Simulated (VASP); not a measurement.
A run of VASP 6.6.1 is set up as follows.

The input INCAR:

```
  ALGO = Normal
  EDIFF = 1E-6
  ENCUT = 520
  GGA = PE
  ISIF = 2
  ISMEAR = -1
  LASPH = True
  LCHARG = False
  LREAL = False
  LWAVE = False
  NBANDS = 14
  NELM = 100
  PREC = Accurate
  SIGMA = 0.02
```

File KPOINTS:

```
k-points
0
Gamma
  10 10 10
```

File POSCAR:

```
NaF
1.0
    0.0541389590      2.3053636773      2.3053636773
    2.3053636773      0.0541389590      2.3053636773
    2.3053636773      2.3053636773      0.0541389590
Na F
1 1
Direct
    0.0000000000      0.0000000000      0.0000000000
    0.5000000000      0.5000000000      0.5000000000
```

Potentials or basis: VASP PAW PBE potentials, release 64 (Na_pv, F).

The run is started by

```bash
$ cat potpaw_PBE.64/Na_pv/POTCAR potpaw_PBE.64/F/POTCAR > POTCAR
$ mpirun -np 1 vasp_std > vasp.out
```

Problem. Predict the band gap on the k mesh.

Solution. 6.54 eV, direct.

Problem. Estimate the pressure.

Solution. 5.1 GPa.

Stress tensor (GPa, compression positive):
```
 5.12 -0.68 -0.68
-0.68  5.12 -0.68
-0.68 -0.68  5.12
```

Caveat: the cell differs from its parent crystal (epitaxial 111 strain -2.0%). A k mesh can miss the band edges.
